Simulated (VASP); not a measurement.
Write the native input for VASP 6.6.1 that does the following.

- Task: single point
- Functional: PBE
- Potentials or basis: VASP PAW PBE potentials, release 64 (O, Te, Sr_sv)
- Cutoff: 520 eV
- k mesh: 6 × 6 × 6
- Occupations: gaussian, width 0.01 eV
- Spin: no spin polarisation
- Dipole correction: no
- Further INCAR settings: ALGO = Normal; EDIFF = 1e-06; NBANDS = 24

The structure of Sr2TeO lies in POSCAR:

```
Sr2TeO
1.0
    2.1161837426      1.2217792534      7.2328337131
   -2.1161837426      1.2217792534      7.2328337131
    0.0000000000     -2.4435585069      7.2328337131
O Te Sr
1 1 2
Direct
    1.0000000000      0.0000000000      0.0000000000
    0.5000000000      0.5000000000      0.5000000000
    0.2676818666      0.2676818666      0.2676818666
    0.7323181334      0.7323181334      0.7323181334
```

This cell differs from its parent crystal: volume changed by +6%.

These files were run (other wordings do the same):

INCAR

```
PREC     = Accurate       # precision mode
ENCUT    = 520            # plane-wave cutoff, eV
EDIFF    = 1E-6           # SCF threshold, eV
ISMEAR   = 0              # smearing method
SIGMA    = 0.01           # smearing width, eV
LREAL    = F              # projectors in reciprocal space
LASPH    = T              # aspherical terms in the spheres
NELM     = 60             # most SCF steps
ALGO     = Normal         # electronic algorithm
ISIF     = 2              # what is computed and relaxed
LWAVE    = F              # write WAVECAR
LCHARG   = F              # write CHGCAR
GGA      = PE             # functional
NBANDS   = 24             # bands
```

KPOINTS

```
Automatic mesh
0
Gamma
  6 6 6
```

Potentials or basis: VASP PAW PBE potentials, release 64 (O, Te, Sr_sv).

Launch:

```bash
$ cat potpaw_PBE.64/O/POTCAR potpaw_PBE.64/Te/POTCAR potpaw_PBE.64/Sr_sv/POTCAR > POTCAR
$ mpirun -np 1 vasp_std > vasp.out
```

It gave:

```
Pressure               : -2.4 GPa
Largest force          : 0.130 eV/Å
Band gap on the k mesh : 0.93 eV, direct
```

Caveat: spin-orbit coupling is left out, which moves the levels of the heavy elements.

Run time: 3.6 min on 1 thread of AMD EPYC 9R45 96-Core Processor (Zen 5), on a shared host, peak memory 0.46 GiB.
